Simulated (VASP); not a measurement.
# SbPt (P6_3/mmc) in VASP: further runs

The runs below take SbPt through single point, with PBEsol.

Everything below comes from runs of VASP 6.6.1. Logs are shortened: lines on timing, memory, paths and dates and some standing lists are left out, and cuts for length are marked.

### Step 1. The cell of the first run

The structure is hexagonal, space group P6_3/mmc (No. 194). Conventional cell: a = 4.171 Å, b = 4.171 Å, c = 5.468 Å, α = 90.00°, β = 90.00°, γ = 120.00°. Within 3.6 Å of Sb (site symmetry -6m2) lie 6 Pt at 2.77 Å. Within 3.6 Å of Pt (site symmetry -3m) lie 2 Pt at 2.73 Å and 6 Sb at 2.77 Å.

### Step 2. Single point, PBEsol

File INCAR:

```
PREC = Accurate
ENCUT = 520
EDIFF = 1E-7
ISMEAR = 0
SIGMA = 0.1
LREAL = F
LASPH = T
NELM = 100
ALGO = Normal
ISIF = 2
LWAVE = F
LCHARG = T
GGA = PS
LELF = T
LVHAR = T
NBANDS = 23
```

File KPOINTS:

```
regular mesh
0
Gamma
  12 12 8
```

File POSCAR:

```
SbPt
1.0
    4.1707838795      0.0000000000      0.0000000000
   -2.0853919397      3.6120047933      0.0000000000
    0.0000000000      0.0000000000      5.4684868206
Sb Pt
2 2
Direct
    0.3333333333      0.6666666667      0.2500000000
    0.6666666667      0.3333333333      0.7500000000
    0.0000000000      0.0000000000      0.0000000000
    0.0000000000      0.0000000000      0.5000000000
```

Potentials or basis: VASP PAW PBE potentials, release 64 (Sb, Pt).

Started as:

```console
cat potpaw_PBE.64/Sb/POTCAR potpaw_PBE.64/Pt/POTCAR > POTCAR
mpirun -np 1 vasp_std > vasp.out
```

OUTCAR:

```text
PREC = Accurate
   ENCUT = 520
   EDIFF = 1E-7
   ISMEAR = 0
   LREAL = F
   LASPH = T
   NELM = 100
   ISIF = 2
   GGA = PS

 ion  position               nearest neighbor table
   1  0.333  0.667  0.250-   3 2.77   4 2.77   3 2.77   4 2.77   3 2.77   4 2.77   2 3.64   2 3.64
                             2 3.64   2 3.64   2 3.64   2 3.64
   2  0.667  0.333  0.750-   3 2.77   4 2.77   3 2.77   4 2.77   3 2.77   4 2.77   1 3.64   1 3.64
                             1 3.64   1 3.64   1 3.64   1 3.64
   3  0.000  0.000  0.000-   4 2.73   4 2.73   1 2.77   2 2.77   1 2.77   2 2.77   2 2.77   1 2.77

   4  0.000  0.000  0.500-   3 2.73   3 2.73   1 2.77   2 2.77   1 2.77   2 2.77   2 2.77   1 2.77

  LATTYP: Found a hexagonal cell.
 ALAT       =     4.1707838795
 C/A-ratio  =     1.3111412575

  Lattice vectors:

 A1 = (   4.1707838795,   0.0000000000,   0.0000000000)
 A2 = (  -2.0853919397,   3.6120047933,   0.0000000000)
 A3 = (   0.0000000000,   0.0000000000,   5.4684868206)

Analysis of symmetry for initial positions (statically):
=====================================================================
 Subroutine PRICEL returns:
 Original cell was already a primitive cell.

 Routine SETGRP: Setting up the symmetry group for a
 hexagonal supercell.

 Subroutine GETGRP returns: Found 24 space group operations
 (whereof 12 operations were pure point group operations)
 out of a pool of 24 trial point group operations.

The static configuration has the point symmetry D_3d.
 The point group associated with its full space group is D_6h.

Analysis of symmetry for dynamics (positions and initial velocities):
=====================================================================
 Subroutine PRICEL returns:
 Original cell was already a primitive cell.

 Routine SETGRP: Setting up the symmetry group for a
 hexagonal supercell.

 Subroutine GETGRP returns: Found 24 space group operations
 (whereof 12 operations were pure point group operations)
 out of a pool of 24 trial point group operations.

The dynamic configuration has the point symmetry D_3d.
 The point group associated with its full space group is D_6h.

 Subroutine INISYM returns: Found 24 space group operations
 (whereof 12 operations are pure point group operations),
 and found     1 'primitive' translations

----------------------------------------------------------------------------------------

                                     Primitive cell

  volume of cell :      82.3822

  direct lattice vectors                    reciprocal lattice vectors
     4.170783880  0.000000000  0.000000000     0.239763083  0.138427280  0.000000000
    -2.085391940  3.612004793  0.000000000     0.000000000  0.276854561  0.000000000
     0.000000000  0.000000000  5.468486821     0.000000000  0.000000000  0.182865943

  length of vectors
     4.170783880  4.170783879  5.468486821     0.276854561  0.276854561  0.182865943

  position of ions in fractional coordinates (direct lattice)
     0.333333333  0.666666667  0.250000000
     0.666666667  0.333333333  0.750000000
     0.000000000  0.000000000  0.000000000
     0.000000000  0.000000000  0.500000000

  ion indices of the primitive-cell ions
   primitive index   ion index
                 1           1
                 2           2
                 3           3
                 4           4

----------------------------------------------------------------------------------------

 KPOINTS: regular mesh

Automatic generation of k-mesh.
 Grid dimensions read from file:
 generate k-points for:   12   12    8

 Generating k-lattice:

  Cartesian coordinates                     Fractional coordinates (reciprocal lattice)
     0.019980257  0.011535607  0.000000000     0.083333333  0.000000000  0.000000000
     0.000000000  0.023071213  0.000000000     0.000000000  0.083333333  0.000000000
     0.000000000  0.000000000  0.022858243     0.000000000  0.000000000  0.125000000

  Length of vectors
     0.023071213  0.023071213  0.022858243

  Shift w.r.t. Gamma in fractional coordinates (k-lattice)
     0.000000000  0.000000000  0.000000000

 Subroutine IBZKPT returns following result:
 ===========================================

 Found     95 irreducible k-points:

 Following reciprocal coordinates:
            Coordinates               Weight
  0.000000  0.000000  0.000000      1.000000
  0.083333 -0.000000  0.000000      6.000000
  0.166667  0.000000  0.000000      6.000000
  0.250000 -0.000000  0.000000      6.000000
  0.333333  0.000000  0.000000      6.000000
  0.416667  0.000000  0.000000      6.000000
[... 16 lines left out ...]
  0.250000 -0.000000  0.125000     12.000000
  0.333333  0.000000  0.125000     12.000000
 [... further k-points ...]
   k-points           NKPTS =     95   k-points in BZ     NKDIM =     95   number of bands    NBANDS=     23
   number of dos      NEDOS =    301   number of ions     NIONS =      4
   total plane-waves  NPLWV =  43008
   dimension x,y,z NGX =    32 NGY =   32 NGZ =   42
   dimension x,y,z NGXF=    64 NGYF=   64 NGZF=   84
   ions per type =               2   2
   NGX,Y,Z   is equivalent  to a cutoff of  12.76, 12.76, 12.77 a.u.
   NGXF,Y,Z  is equivalent  to a cutoff of  25.51, 25.51, 25.54 a.u.
 SYSTEM =  unknown system
   PREC   = accura    normal or accurate (medium, high low for compatibility)
   ISTART =      0    job   : 0-new  1-cont  2-samecut
   ICHARG =      2    charge: 1-file 2-atom 10-const
   ISPIN  =      1    spin polarized calculation?
   LNONCOLLINEAR =      F non collinear calculations
   LSORBIT =      F    spin-orbit coupling
   LASPH  =      T    aspherical Exc in radial PAW
   ENCUT  =  520.0 eV  38.22 Ry    6.18 a.u.   7.75  7.75 10.17*2*pi/ulx,y,z
   NELM   =    100;   NELMIN=  2; NELMDL= -5     # of ELM steps
   EDIFF  = 0.1E-06   stopping-criterion for ELM
   LREAL  =      F    real-space projection
   EDIFFG = 0.1E-05   stopping-criterion for IOM
   NSW    =      0    number of steps for IOM
   IBRION =     -1    ionic relax: 0-MD 1-quasi-New 2-CG
   NFREE  =      0    steps in history (QN), initial steepest desc. (CG)
   ISIF   =      2    stress and relaxation
   ISYM   =      2    0-nonsym 1-usesym 2-fastsym
   POTIM  = 0.5000    time-step for ionic-motion
   TEBEG  =    0.0;   TEEND  =   0.0 temperature during run
   PSTRESS=    0.0 pullay stress
   NELECT =      30.0000    total number of electrons
   NUPDOWN=      -1.0000    fix difference up-down
   EMIN   =  10.00;   EMAX   =-10.00  energy-range for DOS
   EFERMI =   0.00;   METHOD = LEGACY
   ISMEAR =     0;   SIGMA  =   0.10  broadening in eV -4-tet -1-fermi 0-gaus
   EFERMI_NEDOS =   21; number of points for ismear=-14 and -15
   IALGO  =     38    algorithm
   IMIX   =      4    mixing-type and parameters
     AMIX     =   0.40;   BMIX     =  1.00
     AMIX_MAG =   1.60;   BMIX_MAG =  1.00
  volume/ion in A,a.u.               =      20.60       138.99
  Fermi-wavevector in a.u.,A,eV,Ry     =   1.169062  2.209207 18.595162  1.366706
  Thomas-Fermi vector in A             =   2.305540
   LORBIT       =      0    0 simple, 1 ext, 2 COOP (PROOUT), +10 PAW based schemes
   GGA     = PS    functional components
   LHFCALC =     F    Hartree Fock is set to
   AEXX    =    0.0000 exact exchange contribution
   IVDW    =     0    specifies the selected vdW correction
   LEPSILON=     F    determine dielectric tensor
   LRPA    =     F    only Hartree local field effects (RPA)
 non-spin polarized calculation
 Gauss-broadening in eV      SIGMA  =   0.10
  energy-cutoff  :      520.00
  volume of cell :       82.38
 maximum number of plane-waves:      2238
 NGX is ok and might be reduce to    32
   NGX = 15   NGY = 15   NGZ = 21

 number of electron      30.0000003 magnetization

 Free energy of the ion-electron system (eV)
  ---------------------------------------------------
  ext. energy  EPLUGINS =         0.00000000
  ---------------------------------------------------
  free energy    TOTEN  =       -24.74863620 eV

  energy without entropy =      -24.74007247  energy(sigma->0) =      -24.74435434

 E-fermi :   9.7532     XC(G=0): -11.5070

 val. band max:        9.7141660011   @ k =   0.3333   0.0833   0.5000
 cond. band min:       9.7757334060   @ k =   0.3333   0.0000   0.3750
 fundamental gap:      0.0615674048
 Fermi energy:         9.7531815391

 k-point     1 :       0.0000    0.0000    0.0000
  band No.  band energies     occupation
      1      -3.0558      2.00000
      2       0.8377      2.00000
      3       2.8741      2.00000
      4       3.8228      2.00000
      5       3.8228      2.00000
      6       3.8682      2.00000
[... 15 lines left out ...]
     22      15.0241      0.00000
     23      17.6403      0.00000

 k-point     2 :       0.0833   -0.0000    0.0000
  band No.  band energies     occupation
      1      -2.9723      2.00000
      2       0.7444      2.00000
      3       2.9741      2.00000
      4       3.8449      2.00000
      5       3.8485      2.00000
      6       3.9782      2.00000
[... 15 lines left out ...]
     22      15.4261      0.00000
     23      16.6591      0.00000

 k-point     3 :       0.1667    0.0000    0.0000
  band No.  band energies     occupation
      1      -2.7256      2.00000
      2       0.5184      2.00000
      3       3.2681      2.00000
      4       3.7696      2.00000
      5       3.8973      2.00000
      6       4.3767      2.00000
[... 15 lines left out ...]
     22      16.2374      0.00000
     23      16.3129      0.00000
[... 495 lines left out ...]
 k-point    23 :       0.2500   -0.0000    0.1250
  band No.  band energies     occupation
      1      -2.2552      2.00000
      2       0.1110      2.00000
      3       3.5808      2.00000
      4       3.6776      2.00000
      5       4.0074      2.00000
      6       4.6831      2.00000
[... 15 lines left out ...]
     22      16.1276      0.00000
     23      16.9708      0.00000

 k-point    24 :       0.3333    0.0000    0.1250
  band No.  band energies     occupation
      1      -1.7470      2.00000
      2      -0.0806      2.00000
      3       3.1111      2.00000
      4       4.0155      2.00000
      5       4.0175      2.00000
      6       4.4563      2.00000
[... 15 lines left out ...]
     22      16.2689      0.00000
     23      17.2036      0.00000

 [... further k-points ...]

------------------------ aborting loop because EDIFF is reached ----------------------------------------

  FORCE on cell =-STRESS in cart. coord.  units (eV):
  Direction    XX          YY          ZZ          XY          YZ          ZX
  --------------------------------------------------------------------------------------
  -------------------------------------------------------------------------------------
  Total       -0.1190201     -0.1190201     -0.1250288     -0.0000000      0.0000000      0.0000000
  in kB       -2.3147160     -2.3147160     -2.4315732     -0.0000000      0.0000000      0.0000000
  external PRESSURE =      -2.3536684 kB  Pullay stress =       0.0000000 kB

 VOLUME and BASIS-vectors are now :
 -----------------------------------------------------------------------------
  energy-cutoff  :      520.00
  volume of cell :       82.38
      direct lattice vectors                 reciprocal lattice vectors
     4.170783880  0.000000000  0.000000000     0.239763083  0.138427280  0.000000000
    -2.085391940  3.612004793  0.000000000     0.000000000  0.276854561  0.000000000
     0.000000000  0.000000000  5.468486821     0.000000000  0.000000000  0.182865943

 POSITION                                       TOTAL-FORCE (eV/Angst)
 -----------------------------------------------------------------------------------
     -0.00000      2.40800      1.36712        -0.000000     -0.000000      0.000000
      2.08539      1.20400      4.10137         0.000000      0.000000      0.000000
      0.00000      0.00000      0.00000        -0.000000      0.000000      0.000000
      0.00000      0.00000      2.73424         0.000000      0.000000      0.000000
 -----------------------------------------------------------------------------------
    total drift:                                0.000000     -0.000000      0.000000

  FREE ENERGIE OF THE ION-ELECTRON SYSTEM (eV)
  ---------------------------------------------------
  free  energy   TOTEN  =       -24.7486362028 eV

  energy  without entropy=      -24.7400724722  energy(sigma->0) =      -24.74435434
```

It took 1.8 min on 1 thread of Intel Xeon Platinum 8375C at 2.90GHz (Ice Lake), shared host; peak memory 0.31 GiB.

What came out:

```yaml
Free_energy: -24.7486 eV
Pressure: -0.2 GPa
Band_gap_on_the_k_mesh: zero (band 15 reaches 12.06 eV, above the bottom of band 16 at 8.01 eV)
```

Levels at points of the mesh, in eV from the Fermi level:
| k point | band 12 | band 13 | band 14 | band 15 | band 16 | band 17 | band 18 | band 19 |
| --- | --- | --- | --- | --- | --- | --- | --- | --- |
| (0.00, 0.00, 0.00) | -2.07 | -0.11 | -0.11 | 0.82 | 2.32 | 2.35 | 3.51 | 3.51 |
| (0.50, 0.00, 0.00) | -2.94 | -2.67 | -2.22 | -2.05 | -0.68 | 1.96 | 4.18 | 4.29 |
| (0.00, 0.00, 0.50) | -3.58 | -1.21 | -1.21 | 2.31 | 2.31 | 2.31 | 2.31 | 5.21 |
| (0.50, 0.00, 0.50) | -3.17 | -3.03 | -3.03 | 0.35 | 0.35 | 1.67 | 1.67 | 3.97 |

Caveat: the PAW data sets were made with another functional, which shifts forces and pressure a little; spin-orbit coupling is left out, which moves the levels of the heavy elements.

### Step 3. Single point, PBEsol (volume scaled by 0.88, then relaxed in part)

File INCAR:

```
SYSTEM = SbPt
ALGO = Normal
EDIFF = 1E-6
ENCUT = 520
GGA = PS
ISIF = 2
ISMEAR = 0
LASPH = .TRUE.
LCHARG = .TRUE.
LELF = .TRUE.
LREAL = .FALSE.
LVHAR = .TRUE.
LWAVE = .FALSE.
NBANDS = 23
NELM = 100
PREC = Accurate
SIGMA = 0.1
```

File KPOINTS:

```
k-points
0
G
  12 12 8
  0 0 0
```

File POSCAR:

```
SbPt
1.0
    3.9735745811      0.0000000000      0.0000000000
   -1.9867872906      3.4412165311      0.0000000000
    0.0000000000      0.0000000000      5.3017894530
Sb Pt
2 2
Direct
    0.3333333333      0.6666666667      0.2500000000
    0.6666666667      0.3333333333      0.7500000000
    0.0000000000      0.0000000000      0.0000000000
    0.0000000000      0.0000000000      0.5000000000
```

Potentials or basis: VASP PAW PBE potentials, release 64 (Sb, Pt).

Started as:

```console
cat potpaw_PBE.64/Sb/POTCAR potpaw_PBE.64/Pt/POTCAR > POTCAR
mpirun -np 1 vasp_std > vasp.out
```

It took 52 s on 1 thread of Intel Xeon 6975P-C (Granite Rapids), shared host; peak memory 0.27 GiB.

It converged, with:

```yaml
Free_energy: -24.0832 eV
Pressure: 24.7 GPa
Band_gap_on_the_k_mesh: zero (band 15 reaches 14.63 eV, above the bottom of band 16 at 9.86 eV)
```

Levels at points of the mesh, in eV from the Fermi level:
```csv
k point,band 13,band 14,band 15,band 16,band 17,band 18
"(0.00, 0.00, 0.00)",-0.25,-0.25,0.78,2.14,2.44,4.05
"(0.50, 0.00, 0.00)",-3.26,-2.88,-2.64,-0.33,2.07,4.28
"(0.00, 0.00, 0.50)",-1.19,-1.19,2.57,2.57,2.57,2.57
"(0.50, 0.00, 0.50)",-3.74,-3.74,0.18,0.18,2.10,2.10
```

Caveat: the PAW data sets were made with another functional, which shifts forces and pressure a little; spin-orbit coupling is left out, which moves the levels of the heavy elements.

### Step 4. Single point, PBEsol (volume scaled by 0.91, then relaxed in part)

File INCAR:

```
PREC = Accurate ; ENCUT = 520
EDIFF = 1E-7 ; ISMEAR = 0
SIGMA = 0.1 ; LREAL = F
LASPH = T ; NELM = 60
ALGO = Normal ; ISIF = 2
LWAVE = F ; LCHARG = F
GGA = PS ; NBANDS = 23
```

File KPOINTS:

```
Automatic mesh
0
Gamma
  12 12 8
```

File POSCAR:

```
SbPt
1.0
    4.0246774558      0.0000000000      0.0000000000
   -2.0123387279      3.4854729188      0.0000000000
    0.0000000000      0.0000000000      5.3441885544
Sb Pt
2 2
Direct
    0.3333333333      0.6666666667      0.2500000000
    0.6666666667      0.3333333333      0.7500000000
    0.0000000000      0.0000000000      0.0000000000
    0.0000000000      0.0000000000      0.5000000000
```

Started as:

```console
cat potpaw_PBE.64/Sb/POTCAR potpaw_PBE.64/Pt/POTCAR > POTCAR
mpirun -np 1 vasp_std > vasp.out
```

Run time: 57 s. Hardware: 1 thread of Intel Xeon 6975P-C (Granite Rapids), shared host; peak memory 0.28 GiB.

It converged, with:

```yaml
Free_energy: -24.4018 eV
Pressure: 16.7 GPa
Band_gap_on_the_k_mesh: zero (band 15 reaches 13.92 eV, above the bottom of band 16 at 9.35 eV)
```

Levels at points of the mesh, in eV from the Fermi level:
```csv
k point,band 13,band 14,band 15,band 16,band 17,band 18
"(0.00, 0.00, 0.00)",-0.21,-0.21,0.79,2.19,2.42,3.90
"(0.50, 0.00, 0.00)",-3.09,-2.70,-2.48,-0.44,2.04,4.29
"(0.00, 0.00, 0.50)",-1.19,-1.19,2.50,2.50,2.50,2.50
"(0.50, 0.00, 0.50)",-3.54,-3.54,0.23,0.23,1.98,1.98
```

Caveat: the PAW data sets were made with another functional, which shifts forces and pressure a little; spin-orbit coupling is left out, which moves the levels of the heavy elements.

### Step 5. Overview

| cell | gap on the mesh (eV) | pressure (GPa) |
| --- | --- | --- |
| a = 4.171, b = 4.171, c = 5.468 Å, angles 90.0, 90.0, 120.0°, 4 atoms | none | -0.2 |
| a = 3.974, b = 3.974, c = 5.302 Å, angles 90.0, 90.0, 120.0°, 4 atoms | none | 24.7 |
| a = 4.025, b = 4.025, c = 5.344 Å, angles 90.0, 90.0, 120.0°, 4 atoms | none | 16.7 |

Alike in all rows: task single point; level PBEsol; potentials or basis VASP PAW PBE potentials, release 64 (Sb, Pt); no spin polarisation; k mesh 12 × 12 × 8; cutoff (eV) 520; smearing gaussian 0.1 eV.

Caveats: the PAW data sets were made with another functional, which shifts forces and pressure a little; spin-orbit coupling is left out, which moves the levels of the heavy elements.

Total energies depend on the potentials used, so only differences within one code and one set of settings carry meaning.
